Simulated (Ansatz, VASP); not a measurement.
Two plane-wave programs on Au

The input INCAR:

```
SYSTEM = Au
PREC = Accurate
ENCUT = 500
EDIFF = 1E-6
ISMEAR = 1
SIGMA = 0.017
LREAL = .False.
LASPH = .True.
NELM = 120
ALGO = Normal
ISIF = 2
LWAVE = .False.
LCHARG = .False.
GGA = PS
NBANDS = 18
GGA_COMPAT = .False.
```

The input KPOINTS:

```
Automatic mesh
0
Gamma
  2 2 1
  0 0 0
```

The input POSCAR:

```
Au
1.0
    1.4113099650     -2.5559330250      0.0000000000
    1.4113099650      2.5559330250      0.0000000000
    0.0000000000      0.0000000000      4.8931696100
Au
2
Direct
    0.6653279700      0.3346720300      0.2500000000
    0.3346720300      0.6653279700      0.7500000000
```

Input for Ansatz:

```yaml
crystal:
  lattice:
    - [1.411309965, -2.555933025, 0.0]
    - [1.411309965, 2.555933025, 0.0]
    - [0.0, 0.0, 4.89316961]
  atoms:
    - { symbol: Au, position: [0.66532797, 0.33467203, 0.25] }
    - { symbol: Au, position: [0.33467203, 0.66532797, 0.75] }
basis: {}
kpoints:
  mp_grid: { grid: [2, 2, 1] }
hamiltonian:
  xc: pbesol
scf:
  occupations: { method: cold, width: 0.017 }
  max_iter: 64
output:
  forces: true
  stress: true
  eigenvalues: true
```

Alike in both runs: task single point; functional PBEsol; k mesh 2 × 2 × 1; no spin polarisation.

|  | VASP | Ansatz |
| --- | --- | --- |
| version | VASP 6.6.1 | Ansatz 0.2.0 |
| potentials or method | VASP PAW PBE potentials, release 64 (Au) | scalar-relativistic, plane waves, PAW |
| plane-wave cutoff (eV) | 500 | 420 |
| occupations | methfessel-paxton of order 1, width 0.017 eV | cold, width 0.017 eV |
| valence electrons in the cell | 22 | 38 |

|  | VASP | Ansatz | Ansatz less VASP |
| --- | --- | --- | --- |
| gap on the k mesh at the Fermi level (eV) | none | none | - |
| pressure (GPa) | 11.4 | 11.7 | +0.31 |
| traceless stress, the component that is largest in VASP (GPa) | -26.54 | -26.56 | -0.019 |
| rms of the force components (eV/Å) | 0.243 | 0.244 | +0.0013 |

VASP's potentials were made for PBE, not for PBEsol. Atom by atom the forces differ by 0.001 eV/Å (rms over components). A gap of «none» marks a metal or a gap that the smearing closes. VASP's potentials hold 22 valence electrons a cell and Ansatz's 38, so a difference there can come from the potentials and not from the codes.

The k mesh is coarse, so the values compare programs but aren't converged. Spin-orbit coupling is off throughout.
